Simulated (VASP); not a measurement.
# Al3GaN4 (P-43m) in VASP: a series of runs, part 3 of 3

VASP 6.6.1. Earlier steps stand in the parts before.

### Step 5. Single point, r2SCAN

This run uses another cell than the first one, of 10.76 Å³/atom.

The input, POSCAR:

```
Al3GaN4
1.0
    4.4156219140      0.0000000000      0.0000000000
    0.0000000000      4.4156219140      0.0000000000
    0.0000000000      0.0000000000      4.4156219140
Al Ga N
3 1 4
Direct
    0.5000000000      0.5000000000      0.0000000000
    0.5000000000      0.0000000000      0.5000000000
    0.0000000000      0.5000000000      0.5000000000
    0.0000000000      0.0000000000      0.0000000000
    0.7444714517      0.7444714517      0.2555285483
    0.7444714517      0.2555285483      0.7444714517
    0.2555285483      0.7444714517      0.7444714517
    0.2555285483      0.2555285483      0.2555285483
```

The input, INCAR.step1:

```
ALGO = Normal ; EDIFF = 1E-5
ENCUT = 910 ; GGA = PE
GGA_COMPAT = False ; ISMEAR = 0
LASPH = True ; LCHARG = False
LREAL = False ; LWAVE = True
NBANDS = 31 ; NELM = 120
PREC = Accurate ; SIGMA = 0.02
```

The input, INCAR.step2:

```
ALGO = Normal ; EDIFF = 1E-6
ENCUT = 910 ; GGA_COMPAT = False
ISIF = 2 ; ISMEAR = 0
ISTART = 1 ; LASPH = True
LCHARG = True ; LELF = True
LMIXTAU = True ; LREAL = False
LVHAR = True ; LWAVE = False
METAGGA = R2SCAN ; NBANDS = 31
NELM = 120 ; PREC = Accurate
SIGMA = 0.02
```

The input, KPOINTS:

```
k-points
0
Gamma
  6 6 6
```

Potentials or basis: VASP PAW PBE potentials, release 64 (Al, Ga_d, N_h).

Command:

```
cat potpaw_PBE.64/Al/POTCAR potpaw_PBE.64/Ga_d/POTCAR potpaw_PBE.64/N_h/POTCAR > POTCAR
cp INCAR.step1 INCAR
mpirun -np 1 vasp_std > vasp.out
cp INCAR.step2 INCAR
mpirun -np 1 vasp_std > vasp.out
```

OUTCAR:

```text
EDIFF = 1E-6
   ENCUT = 910
   ISIF = 2
   ISMEAR = 0
   ISTART = 1
   LASPH = True
   LREAL = False
   METAGGA = R2SCAN
   NELM = 120
   PREC = Accurate

 ion  position               nearest neighbor table
   1  0.500  0.500  0.000-   5 1.90   6 1.90   7 1.90   8 1.90   3 3.12   4 3.12   2 3.12   2 3.12
                             3 3.12   2 3.12   4 3.12   2 3.12   3 3.12   4 3.12   3 3.12   4 3.12
   2  0.500  0.000  0.500-   5 1.90   6 1.90   7 1.90   8 1.90   3 3.12   4 3.12   1 3.12   1 3.12
                             4 3.12   1 3.12   3 3.12   1 3.12   3 3.12   4 3.12   4 3.12   3 3.12
   3  0.000  0.500  0.500-   5 1.90   6 1.90   7 1.90   8 1.90   2 3.12   4 3.12   1 3.12   1 3.12
                             4 3.12   2 3.12   4 3.12   4 3.12   1 3.12   2 3.12   1 3.12   2 3.12
   4  0.000  0.000  0.000-   5 1.95   6 1.95   7 1.95   8 1.95   2 3.12   3 3.12   1 3.12   2 3.12
                             3 3.12   1 3.12   3 3.12   3 3.12   1 3.12   2 3.12   2 3.12   1 3.12
   5  0.744  0.744  0.256-   1 1.90   2 1.90   3 1.90   4 1.95
   6  0.744  0.256  0.744-   1 1.90   2 1.90   3 1.90   4 1.95
   7  0.256  0.744  0.744-   1 1.90   2 1.90   3 1.90   4 1.95
   8  0.256  0.256  0.256-   1 1.90   2 1.90   3 1.90   4 1.95

  LATTYP: Found a simple cubic cell.
 ALAT       =     4.4156219140

  Lattice vectors:

 A1 = (   4.4156219140,   0.0000000000,   0.0000000000)
 A2 = (   0.0000000000,   4.4156219140,   0.0000000000)
 A3 = (   0.0000000000,   0.0000000000,   4.4156219140)

Analysis of symmetry for initial positions (statically):
=====================================================================
 Subroutine PRICEL returns:
 Original cell was already a primitive cell.

 Routine SETGRP: Setting up the symmetry group for a
 simple cubic supercell.

 Subroutine GETGRP returns: Found 24 space group operations
 (whereof 24 operations were pure point group operations)
 out of a pool of 48 trial point group operations.

The static configuration has the point symmetry T_d .

Analysis of symmetry for dynamics (positions and initial velocities):
=====================================================================
 Subroutine PRICEL returns:
 Original cell was already a primitive cell.

 Routine SETGRP: Setting up the symmetry group for a
 simple cubic supercell.

 Subroutine GETGRP returns: Found 24 space group operations
 (whereof 24 operations were pure point group operations)
 out of a pool of 48 trial point group operations.

The dynamic configuration has the point symmetry T_d .

 Subroutine INISYM returns: Found 24 space group operations
 (whereof 24 operations are pure point group operations),
 and found     1 'primitive' translations

----------------------------------------------------------------------------------------

                                     Primitive cell

  volume of cell :      86.0945

  direct lattice vectors                    reciprocal lattice vectors
     4.415621914  0.000000000  0.000000000     0.226468665  0.000000000  0.000000000
     0.000000000  4.415621914  0.000000000     0.000000000  0.226468665  0.000000000
     0.000000000  0.000000000  4.415621914     0.000000000  0.000000000  0.226468665

  length of vectors
     4.415621914  4.415621914  4.415621914     0.226468665  0.226468665  0.226468665

  position of ions in fractional coordinates (direct lattice)
     0.500000000  0.500000000  0.000000000
[... 67 lines left out ...]
   k-points           NKPTS =     20   k-points in BZ     NKDIM =     20   number of bands    NBANDS=     31
   number of dos      NEDOS =    301   number of ions     NIONS =      8
   total plane-waves  NPLWV = 110592
   dimension x,y,z NGX =    48 NGY =   48 NGZ =   48
   dimension x,y,z NGXF=    96 NGYF=   96 NGZF=   96
   ions per type =               3   1   4
   NGX,Y,Z   is equivalent  to a cutoff of  18.07, 18.07, 18.07 a.u.
   NGXF,Y,Z  is equivalent  to a cutoff of  36.14, 36.14, 36.14 a.u.
 SYSTEM =  unknown system
   PREC   = accura    normal or accurate (medium, high low for compatibility)
   ISTART =      1    job   : 0-new  1-cont  2-samecut
   ICHARG =      0    charge: 1-file 2-atom 10-const
   ISPIN  =      1    spin polarized calculation?
   LNONCOLLINEAR =      F non collinear calculations
   LSORBIT =      F    spin-orbit coupling
   LASPH  =      T    aspherical Exc in radial PAW
   ENCUT  =  910.0 eV  66.88 Ry    8.18 a.u.  10.86 10.86 10.86*2*pi/ulx,y,z
   NELM   =    120;   NELMIN=  2; NELMDL=  0     # of ELM steps
   EDIFF  = 0.1E-05   stopping-criterion for ELM
   LREAL  =      F    real-space projection
   EDIFFG = 0.1E-04   stopping-criterion for IOM
   NSW    =      0    number of steps for IOM
   IBRION =     -1    ionic relax: 0-MD 1-quasi-New 2-CG
   NFREE  =      0    steps in history (QN), initial steepest desc. (CG)
   ISIF   =      2    stress and relaxation
   ISYM   =      2    0-nonsym 1-usesym 2-fastsym
   POTIM  = 0.5000    time-step for ionic-motion
   TEBEG  =    0.0;   TEEND  =   0.0 temperature during run
   PSTRESS=    0.0 pullay stress
   NELECT =      42.0000    total number of electrons
   NUPDOWN=      -1.0000    fix difference up-down
   EMIN   =  10.00;   EMAX   =-10.00  energy-range for DOS
   EFERMI =   0.00;   METHOD = LEGACY
   ISMEAR =     0;   SIGMA  =   0.02  broadening in eV -4-tet -1-fermi 0-gaus
   EFERMI_NEDOS =   21; number of points for ismear=-14 and -15
   IALGO  =     38    algorithm
   IMIX   =      4    mixing-type and parameters
     AMIX     =   0.40;   BMIX     =  1.00
     AMIX_MAG =   1.60;   BMIX_MAG =  1.00
  volume/ion in A,a.u.               =      10.76        72.62
  Fermi-wavevector in a.u.,A,eV,Ry     =   1.288742  2.435370 22.597324  1.660856
  Thomas-Fermi vector in A             =   2.420677
   LORBIT       =      0    0 simple, 1 ext, 2 COOP (PROOUT), +10 PAW based schemes
   METAGGA = R2SCAN    functional components
   LHFCALC =     F    Hartree Fock is set to
   AEXX    =    0.0000 exact exchange contribution
   IVDW    =     0    specifies the selected vdW correction
   LEPSILON=     F    determine dielectric tensor
   LRPA    =     F    only Hartree local field effects (RPA)
 non-spin polarized calculation
 Gauss-broadening in eV      SIGMA  =   0.02
  energy-cutoff  :      910.00
  volume of cell :       86.09
 maximum number of plane-waves:      5412
 NGX is ok and might be reduce to    48
   NGX = 21   NGY = 21   NGZ = 21

 number of electron      42.0000000 magnetization

 Free energy of the ion-electron system (eV)
  ---------------------------------------------------
  ext. energy  EPLUGINS =         0.00000000
  ---------------------------------------------------
  free energy    TOTEN  =       -79.41956504 eV

  energy without entropy =      -79.41956504  energy(sigma->0) =      -79.41956504

 E-fermi :   5.8537     XC(G=0): -11.6992

 val. band max:        5.7125454474   @ k =   0.0000   0.0000   0.0000
 cond. band min:       9.7050282465   @ k =   0.0000   0.0000   0.0000
 fundamental gap:      3.9924827991
 Fermi energy:         5.8536935767

 k-point     1 :       0.0000    0.0000    0.0000
  band No.  band energies     occupation
      1     -10.2020      2.00000
      2      -8.3299      2.00000
      3      -8.3299      2.00000
      4      -8.3299      2.00000
      5      -7.2578      2.00000
      6      -7.2578      2.00000
[... 669 lines left out ...]
     30      17.1782      0.00000
     31      17.1810      0.00000

------------------------ aborting loop because EDIFF is reached ----------------------------------------

  FORCE on cell =-STRESS in cart. coord.  units (eV):
  Direction    XX          YY          ZZ          XY          YZ          ZX
  --------------------------------------------------------------------------------------
  -------------------------------------------------------------------------------------
  Total       -1.1629846     -1.1629846     -1.1629846      0.0000000     -0.0000000     -0.0000000
  in kB      -21.6425738    -21.6425738    -21.6425738      0.0000000     -0.0000000     -0.0000000
  external PRESSURE =     -21.6425738 kB  Pullay stress =       0.0000000 kB

 VOLUME and BASIS-vectors are now :
 -----------------------------------------------------------------------------
  energy-cutoff  :      910.00
  volume of cell :       86.09
      direct lattice vectors                 reciprocal lattice vectors
     4.415621914  0.000000000  0.000000000     0.226468665  0.000000000  0.000000000
     0.000000000  4.415621914  0.000000000     0.000000000  0.226468665  0.000000000
     0.000000000  0.000000000  4.415621914     0.000000000  0.000000000  0.226468665

 POSITION                                       TOTAL-FORCE (eV/Angst)
 -----------------------------------------------------------------------------------
      2.20781      2.20781      0.00000         0.000000     -0.000000      0.000000
      2.20781      0.00000      2.20781         0.000000     -0.000000      0.000000
      0.00000      2.20781      2.20781         0.000000     -0.000000      0.000000
      0.00000      0.00000      0.00000         0.000000     -0.000000      0.000000
      3.28730      3.28730      1.12832        -0.043938     -0.043938      0.043938
      3.28730      1.12832      3.28730        -0.043938      0.043938     -0.043938
      1.12832      3.28730      3.28730         0.043938     -0.043938     -0.043938
      1.12832      1.12832      1.12832         0.043938      0.043938      0.043938
 -----------------------------------------------------------------------------------
    total drift:                                0.000000      0.000000      0.000000

  FREE ENERGIE OF THE ION-ELECTRON SYSTEM (eV)
  ---------------------------------------------------
  free  energy   TOTEN  =       -79.4195650404 eV

  energy  without entropy=      -79.4195650404  energy(sigma->0) =      -79.41956504
```

Wall time 5 min (1 thread of Intel Xeon Platinum 8488C (Sapphire Rapids), shared host); peak memory 0.43 GiB.

What came out:

| Item | Value |
| --- | --- |
| Free energy | -79.4196 eV |
| Pressure | -2.2 GPa |
| Largest force | 0.076 eV/Å |
| Band gap on the k mesh | 3.99 eV |

Forces in eV/Å, atoms in the order of the input:
```
Al   0.000  0.000  0.000
Al   0.000  0.000  0.000
Al   0.000  0.000  0.000
Ga   0.000  0.000  0.000
N   -0.044 -0.044  0.044
N   -0.044  0.044 -0.044
N    0.044 -0.044 -0.044
N    0.044  0.044  0.044
```

Caveat: the cutoff is under 1.25 times the usual one of these potentials, so pressure, stress and relaxed cells hold a basis-set (Pulay) error; the PAW data sets were made with another functional, which shifts forces and pressure a little. A k mesh can miss the band edges.

### Step 6. The runs side by side

```csv
task,potentials or basis,cell,cutoff (eV),gap on the mesh (eV),pressure (GPa),largest force (eV/Å)
relaxation of the atoms,"VASP PAW PBE potentials, release 64 (Al, Ga_d, N)","atoms relaxed from a = 4.269 Å, 8 atoms",520,4.09,22.8,-
single point,"VASP PAW PBE potentials, release 64 (Al, Ga_d, N_h)","a = 4.282 Å, 8 atoms",910,4.08,19.9,0.08
single point,"VASP PAW PBE potentials, release 64 (Al, Ga_d, N_h)","a = 4.401 Å, 8 atoms",910,4.00,-0.2,0.08
single point,"VASP PAW PBE potentials, release 64 (Al, Ga_d, N_h)","a = 4.416 Å, 8 atoms",910,3.99,-2.2,0.08
```

Alike in all rows: level r2SCAN; no spin polarisation; k mesh 6 × 6 × 6; smearing gaussian 0.02 eV.

Caveats: the PAW data sets were made with another functional, which shifts forces and pressure a little; the cutoff is under 1.25 times the usual one of these potentials, so pressure, stress and relaxed cells hold a basis-set (Pulay) error (at least some runs); the cell stands under pressure (at least some runs).

Absolute energies hang on the potentials; compare differences alone.
